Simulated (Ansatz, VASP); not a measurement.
**F in VASP and in Ansatz**

```xyz
4
Lattice="3.0428 -1.7771 -0.2347 3.0428 1.7771 -0.2347 -2.2795 0.0000 7.1131" Properties=species:S:1:pos:R:3 pbc="T T T"
F     0.3021    0.0000    0.6288
F     3.5041    0.0000    6.0149
F     1.6990    0.0000    3.9878
F     2.1071    0.0000    2.6560
```

Change from the starting cell: volume 18.756 Å^3 an atom, stretch along a over the lengths across it, relative to the relaxed cell 0.9841.

Alike in both runs: task single point; functional PBEsol; k mesh 4 × 4 × 2; occupations gaussian, width 0.05 eV; no spin polarisation.

|  | VASP | Ansatz |
| --- | --- | --- |
| version | VASP 6.6.1 | Ansatz 0.2.0 |
| potentials or method | VASP PAW PBE potentials, release 64 (F), cutoff 520 eV | scalar-relativistic, plane waves, PAW |
| valence electrons in the cell | 28 | 28 |

|  | VASP | Ansatz | Ansatz less VASP |
| --- | --- | --- | --- |
| gap on the k mesh at the Fermi level (eV) | 3.07 | 3.15 | +0.081 |
| least direct gap on the mesh (eV) | 3.16 | 3.24 | +0.082 |
| pressure (GPa) | 0.9 | 0.5 | -0.39 |
| traceless stress, the component that is largest in VASP (GPa) | 2.28 | 0.82 | -1.454 |
| rms of the force components (eV/Å) | 0.408 | 0.150 | -0.2581 |

VASP's potentials were made for PBE, not for PBEsol. Atom by atom the forces differ by 0.258 eV/Å (rms over components).

The k mesh is coarse, so the values compare programs but aren't converged.
